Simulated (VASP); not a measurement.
# KCl (I4/mmm) in VASP: notebook, part 3 of 3

VASP 6.6.1. Earlier steps stand in the parts before.

## (5) Single point, PBE (strain +0.0600 x Voigt [1, 1, 0, 0, 0, 0])

The input, INCAR:

```
PREC = Accurate
ENCUT = 520
EDIFF = 1E-6
ISMEAR = 0
SIGMA = 0.05
LREAL = False
LASPH = True
NELM = 100
ALGO = Normal
ISIF = 2
LWAVE = False
LCHARG = False
GGA = PE
NBANDS = 15
```

The input, KPOINTS:

```
Automatic mesh
0
Gamma
  6 6 6
```

The input, POSCAR:

```
KCl
1.0
    0.0000000000      3.3454660000      3.1561000000
    3.3454660000      0.0000000000      3.1561000000
    3.3454660000      3.3454660000      0.0000000000
K Cl
1 1
Direct
    0.0000000000      0.0000000000      0.0000000000
    0.5000000000      0.5000000000      0.5000000000
```

Potentials or basis: VASP PAW PBE potentials, release 64 (K_sv, Cl).

Started as:

```bash
$ cat potpaw_PBE.64/K_sv/POTCAR potpaw_PBE.64/Cl/POTCAR > POTCAR
$ mpirun -np 1 vasp_std > vasp.out
```

OUTCAR:

```text
PREC = Accurate
   ENCUT = 520
   EDIFF = 1E-6
   ISMEAR = 0
   LREAL = False
   LASPH = True
   NELM = 100
   ISIF = 2
   GGA = PE

 ion  position               nearest neighbor table
   1  0.000  0.000  0.000-   2 3.16   2 3.16
   2  0.500  0.500  0.500-   1 3.16   1 3.16

  LATTYP: Found a body centered tetragonal cell.
 ALAT       =     4.7312033897
 C/A-ratio  =     1.3341637381

  Lattice vectors:

 A1 = (   0.0000000000,  -3.3454660000,  -3.1561000000)
 A2 = (   0.0000000000,   3.3454660000,  -3.1561000000)
 A3 = (   3.3454660000,   0.0000000000,   3.1561000000)

Analysis of symmetry for initial positions (statically):
=====================================================================
 Subroutine PRICEL returns:
 Original cell was already a primitive cell.

 Routine SETGRP: Setting up the symmetry group for a
 body centered tetragonal supercell.

 Subroutine GETGRP returns: Found 16 space group operations
 (whereof 16 operations were pure point group operations)
 out of a pool of 16 trial point group operations.

The static configuration has the point symmetry D_4h.

Analysis of symmetry for dynamics (positions and initial velocities):
=====================================================================
 Subroutine PRICEL returns:
 Original cell was already a primitive cell.

 Routine SETGRP: Setting up the symmetry group for a
 body centered tetragonal supercell.

 Subroutine GETGRP returns: Found 16 space group operations
 (whereof 16 operations were pure point group operations)
 out of a pool of 16 trial point group operations.

The dynamic configuration has the point symmetry D_4h.

 Subroutine INISYM returns: Found 16 space group operations
 (whereof 16 operations are pure point group operations),
 and found     1 'primitive' translations

----------------------------------------------------------------------------------------

                                     Primitive cell

  volume of cell :      70.6470

  direct lattice vectors                    reciprocal lattice vectors
     0.000000000  3.345466000  3.156100000    -0.149456010  0.149456010  0.158423371
     3.345466000  0.000000000  3.156100000     0.149456010 -0.149456010  0.158423371
     3.345466000  3.345466000  0.000000000     0.149456010  0.149456010 -0.158423371

  length of vectors
     4.599251022  4.599251022  4.731203390     0.264144207  0.264144207  0.264144207

  position of ions in fractional coordinates (direct lattice)
     0.000000000  0.000000000  0.000000000
     0.500000000  0.500000000  0.500000000

  ion indices of the primitive-cell ions
   primitive index   ion index
                 1           1
                 2           2

----------------------------------------------------------------------------------------

 KPOINTS: Automatic mesh

Automatic generation of k-mesh.
 Grid dimensions read from file:
 generate k-points for:    6    6    6

 Generating k-lattice:

  Cartesian coordinates                     Fractional coordinates (reciprocal lattice)
    -0.024909335  0.024909335  0.026403895     0.166666667  0.000000000  0.000000000
     0.024909335 -0.024909335  0.026403895     0.000000000  0.166666667  0.000000000
     0.024909335  0.024909335 -0.026403895    -0.000000000 -0.000000000  0.166666667

  Length of vectors
     0.044024035  0.044024035  0.044024035

  Shift w.r.t. Gamma in fractional coordinates (k-lattice)
     0.000000000  0.000000000  0.000000000

 Subroutine IBZKPT returns following result:
 ===========================================

 Found     30 irreducible k-points:

 Following reciprocal coordinates:
            Coordinates               Weight
  0.000000  0.000000  0.000000      1.000000
  0.166667  0.000000  0.000000      8.000000
  0.333333  0.000000  0.000000      8.000000
  0.500000 -0.000000  0.000000      4.000000
  0.166667  0.166667  0.000000      2.000000
  0.333333  0.166667  0.000000      8.000000
[... 16 lines left out ...]
  0.333333  0.000000  0.333333      4.000000
  0.500000 -0.000000  0.333333     16.000000
 [... further k-points ...]
   k-points           NKPTS =     30   k-points in BZ     NKDIM =     30   number of bands    NBANDS=     15
   number of dos      NEDOS =    301   number of ions     NIONS =      2
   total plane-waves  NPLWV =  46656
   dimension x,y,z NGX =    36 NGY =   36 NGZ =   36
   dimension x,y,z NGXF=    72 NGYF=   72 NGZF=   72
   ions per type =               1   1
   NGX,Y,Z   is equivalent  to a cutoff of  13.01, 13.01, 12.65 a.u.
   NGXF,Y,Z  is equivalent  to a cutoff of  26.03, 26.03, 25.30 a.u.
 SYSTEM =  unknown system
   PREC   = accura    normal or accurate (medium, high low for compatibility)
   ISTART =      0    job   : 0-new  1-cont  2-samecut
   ICHARG =      2    charge: 1-file 2-atom 10-const
   ISPIN  =      1    spin polarized calculation?
   LNONCOLLINEAR =      F non collinear calculations
   LSORBIT =      F    spin-orbit coupling
   LASPH  =      T    aspherical Exc in radial PAW
   ENCUT  =  520.0 eV  38.22 Ry    6.18 a.u.   8.55  8.55  8.80*2*pi/ulx,y,z
   NELM   =    100;   NELMIN=  2; NELMDL= -5     # of ELM steps
   EDIFF  = 0.1E-05   stopping-criterion for ELM
   LREAL  =      F    real-space projection
   EDIFFG = 0.1E-04   stopping-criterion for IOM
   NSW    =      0    number of steps for IOM
   IBRION =     -1    ionic relax: 0-MD 1-quasi-New 2-CG
   NFREE  =      0    steps in history (QN), initial steepest desc. (CG)
   ISIF   =      2    stress and relaxation
   ISYM   =      2    0-nonsym 1-usesym 2-fastsym
   POTIM  = 0.5000    time-step for ionic-motion
   TEBEG  =    0.0;   TEEND  =   0.0 temperature during run
   PSTRESS=    0.0 pullay stress
   NELECT =      16.0000    total number of electrons
   NUPDOWN=      -1.0000    fix difference up-down
   EMIN   =  10.00;   EMAX   =-10.00  energy-range for DOS
   EFERMI =   0.00;   METHOD = LEGACY
   ISMEAR =     0;   SIGMA  =   0.05  broadening in eV -4-tet -1-fermi 0-gaus
   EFERMI_NEDOS =   21; number of points for ismear=-14 and -15
   IALGO  =     38    algorithm
   IMIX   =      4    mixing-type and parameters
     AMIX     =   0.40;   BMIX     =  1.00
     AMIX_MAG =   1.60;   BMIX_MAG =  1.00
  volume/ion in A,a.u.               =      35.32       238.37
  Fermi-wavevector in a.u.,A,eV,Ry     =   0.997892  1.885742 13.548521  0.995788
  Thomas-Fermi vector in A             =   2.130079
   LORBIT       =      0    0 simple, 1 ext, 2 COOP (PROOUT), +10 PAW based schemes
   GGA     = PE    functional components
   LHFCALC =     F    Hartree Fock is set to
   AEXX    =    0.0000 exact exchange contribution
   IVDW    =     0    specifies the selected vdW correction
   LEPSILON=     F    determine dielectric tensor
   LRPA    =     F    only Hartree local field effects (RPA)
 non-spin polarized calculation
 Gauss-broadening in eV      SIGMA  =   0.05
  energy-cutoff  :      520.00
  volume of cell :       70.65
 maximum number of plane-waves:      1923
 NGX is ok and might be reduce to    36
   NGX = 17   NGY = 17   NGZ = 17

 number of electron      16.0000000 magnetization

 Free energy of the ion-electron system (eV)
  ---------------------------------------------------
  ext. energy  EPLUGINS =         0.00000000
  ---------------------------------------------------
  free energy    TOTEN  =        -6.78139891 eV

  energy without entropy =       -6.78139891  energy(sigma->0) =       -6.78139891

 E-fermi :  -1.9503     XC(G=0):  -7.0360

 val. band max:       -2.2874925227   @ k =   0.0000   0.0000   0.0000
 cond. band min:       2.4819571664   @ k =   0.0000   0.0000   0.0000
 fundamental gap:      4.7694496891
 Fermi energy:        -1.9503183835

 k-point     1 :       0.0000    0.0000    0.0000
  band No.  band energies     occupation
      1     -29.8085      2.00000
      2     -14.2912      2.00000
      3     -13.2718      2.00000
      4     -13.2718      2.00000
      5     -13.2604      2.00000
      6      -2.2987      2.00000
      7      -2.2987      2.00000
      8      -2.2875      2.00000
      9       2.4820      0.00000
     10       5.8871      0.00000
     11       5.8871      0.00000
     12       6.2098      0.00000
     13       6.6632      0.00000
     14       6.9470      0.00000
     15      10.2405      0.00000
[... 397 lines left out ...]
 k-point    24 :       0.5000   -0.0000    0.3333
  band No.  band energies     occupation
      1     -29.8021      2.00000
      2     -14.2901      2.00000
      3     -13.3310      2.00000
      4     -13.2914      2.00000
      5     -13.2333      2.00000
      6      -2.8687      2.00000
      7      -2.5893      2.00000
      8      -2.4865      2.00000
      9       4.7015      0.00000
     10       5.4631      0.00000
     11       6.9380      0.00000
     12       7.7231      0.00000
     13       7.8707      0.00000
     14       8.5606      0.00000
     15       8.8899      0.00000

 [... further k-points ...]
[... 5 lines left out ...]
  --------------------------------------------------------------------------------------
  -------------------------------------------------------------------------------------
  Total       -0.6141726     -0.6141726     -0.0731586      0.0000000      0.0000000     -0.0000000
  in kB      -13.9285868    -13.9285868     -1.6591349      0.0000000      0.0000000     -0.0000000
  external PRESSURE =      -9.8387695 kB  Pullay stress =       0.0000000 kB

 VOLUME and BASIS-vectors are now :
 -----------------------------------------------------------------------------
  energy-cutoff  :      520.00
  volume of cell :       70.65
      direct lattice vectors                 reciprocal lattice vectors
     0.000000000  3.345466000  3.156100000    -0.149456010  0.149456010  0.158423371
     3.345466000  0.000000000  3.156100000     0.149456010 -0.149456010  0.158423371
     3.345466000  3.345466000  0.000000000     0.149456010  0.149456010 -0.158423371

 POSITION                                       TOTAL-FORCE (eV/Angst)
 -----------------------------------------------------------------------------------
      0.00000      0.00000      0.00000         0.000000      0.000000      0.000000
      3.34547      3.34547      3.15610        -0.000000     -0.000000     -0.000000
 -----------------------------------------------------------------------------------
    total drift:                                0.000000      0.000000      0.000000

  FREE ENERGIE OF THE ION-ELECTRON SYSTEM (eV)
  ---------------------------------------------------
  free  energy   TOTEN  =        -6.7813989098 eV

  energy  without entropy=       -6.7813989098  energy(sigma->0) =       -6.78139891
```

OSZICAR:

```text
N       E                     dE             d eps       ncg     rms          rms(c)
DAV:   1     0.977834142135E+02    0.97783E+02   -0.68911E+03   900   0.934E+02
DAV:   2    -0.443412431964E+00   -0.98227E+02   -0.89191E+02  1196   0.227E+02
DAV:   3    -0.687365990270E+01   -0.64302E+01   -0.63835E+01  1187   0.510E+01
DAV:   4    -0.711683898562E+01   -0.24318E+00   -0.24311E+00  1475   0.937E+00
DAV:   5    -0.711857483036E+01   -0.17358E-02   -0.17358E-02  1222   0.882E-01    0.295E+00
DAV:   6    -0.678652683036E+01    0.33205E+00   -0.48331E-01  1180   0.327E+00    0.236E+00
DAV:   7    -0.676635111980E+01    0.20176E-01   -0.11299E-01  1250   0.180E+00    0.142E+00
DAV:   8    -0.677974313415E+01   -0.13392E-01   -0.19208E-02  1139   0.994E-01    0.193E-01
DAV:   9    -0.678070012812E+01   -0.95699E-03   -0.14647E-03  1236   0.236E-01    0.109E-01
DAV:  10    -0.678138961713E+01   -0.68949E-03   -0.72122E-04   963   0.172E-01    0.245E-02
DAV:  11    -0.678139436863E+01   -0.47515E-05   -0.33087E-05  1307   0.303E-02    0.747E-03
DAV:  12    -0.678139813941E+01   -0.37708E-05   -0.38825E-06   976   0.137E-02    0.229E-03
DAV:  13    -0.678139890983E+01   -0.77042E-06   -0.93082E-07  1044   0.559E-03
   1 F= -.67813989E+01 E0= -.67813989E+01  d E =-.253882E-23
```

Wall time 28 s (1 thread of Intel Xeon 6975P-C, shared host); peak memory 0.21 GiB.

Results:

```yaml
Free_energy: -6.7814 eV
Pressure: -1.0 GPa
Band_gap_on_the_k_mesh: 4.77 eV, direct
```

Stress tensor (GPa, compression positive):
```
-1.39  0.00  0.00
 0.00 -1.39  0.00
 0.00  0.00 -0.17
```

Caveat: the cell differs from its parent crystal (strain +0.0600 x Voigt [1, 1, 0, 0, 0, 0]).

## (6) Single point, PBE (strain +0.0525 x Voigt [1, 1, 0, 0, 0, 0])

The input, INCAR:

```
SYSTEM = KCl
PREC = Accurate ; ENCUT = 520
EDIFF = 1E-6 ; ISMEAR = 0
SIGMA = 0.05 ; LREAL = .FALSE.
LASPH = .TRUE. ; NELM = 80
ALGO = Normal ; ISIF = 2
LWAVE = .FALSE. ; LCHARG = .FALSE.
GGA = PE ; NBANDS = 15
```

The input, KPOINTS:

```
Automatic mesh
0
G
  6 6 6
  0 0 0
```

The input, POSCAR:

```
KCl
1.0
    0.0000000000      3.3217952500      3.1561000000
    3.3217952500      0.0000000000      3.1561000000
    3.3217952500      3.3217952500      0.0000000000
K Cl
1 1
Direct
    0.0000000000      0.0000000000      0.0000000000
    0.5000000000      0.5000000000      0.5000000000
```

Potentials or basis: VASP PAW PBE potentials, release 64 (K_sv, Cl).

Started as:

```bash
$ cat potpaw_PBE.64/K_sv/POTCAR potpaw_PBE.64/Cl/POTCAR > POTCAR
$ mpirun -np 1 vasp_std > vasp.out
```

Wall time 32 s (1 thread of Intel Xeon 6975P-C, shared host); peak memory 0.21 GiB.

Results (log left out):

```
Free energy            : -6.7893 eV
Pressure               : -0.9 GPa
Band gap on the k mesh : 4.81 eV, direct
```

Stress tensor (GPa, compression positive):
```
-1.24  0.00  0.00
 0.00 -1.24  0.00
 0.00  0.00 -0.08
```

Levels at points of the mesh, in eV from the valence-band top:
```csv
k point,band 5,band 6,band 7,band 8,band 9,band 10,band 11,band 12
"(0.00, 0.00, 0.00)",-10.94,-0.01,-0.01,0.00,4.81,8.20,8.20,8.49
"(0.50, 0.00, 0.00)",-10.74,-0.89,-0.26,-0.26,7.25,8.13,10.10,10.20
"(0.50, 0.50, 0.00)",-10.99,-0.55,-0.24,-0.24,6.53,7.91,9.63,10.07
"(0.50, 0.00, 0.50)",-10.98,-0.60,-0.20,-0.18,6.62,7.81,9.31,9.98
```

Caveat: the cell differs from its parent crystal (strain +0.0525 x Voigt [1, 1, 0, 0, 0, 0]).

## (7) Summary

| cell | gap on the mesh (eV) | pressure (GPa) |
| --- | --- | --- |
| a = 4.332, b = 4.332, c = 4.196 Å, angles 61.0, 61.0, 57.9°, 2 atoms | 5.55 | 4.1 |
| a = 4.531, b = 4.531, c = 4.597 Å, angles 59.5, 59.5, 61.0°, 2 atoms | 4.95 | -0.4 |
| a = 4.565, b = 4.565, c = 4.664 Å, angles 59.3, 59.3, 61.4°, 2 atoms | 4.86 | -0.7 |
| a = 4.599, b = 4.599, c = 4.731 Å, angles 59.0, 59.0, 61.9°, 2 atoms | 4.77 | -1.0 |
| a = 4.582, b = 4.582, c = 4.698 Å, angles 59.2, 59.2, 61.7°, 2 atoms | 4.81 | -0.9 |

Alike in all rows: task single point; level PBE; potentials or basis VASP PAW PBE potentials, release 64 (K_sv, Cl); no spin polarisation; k mesh 6 × 6 × 6; cutoff (eV) 520; smearing gaussian 0.05 eV.

Total energies depend on the potentials used, so only differences within one code and one set of settings carry meaning.
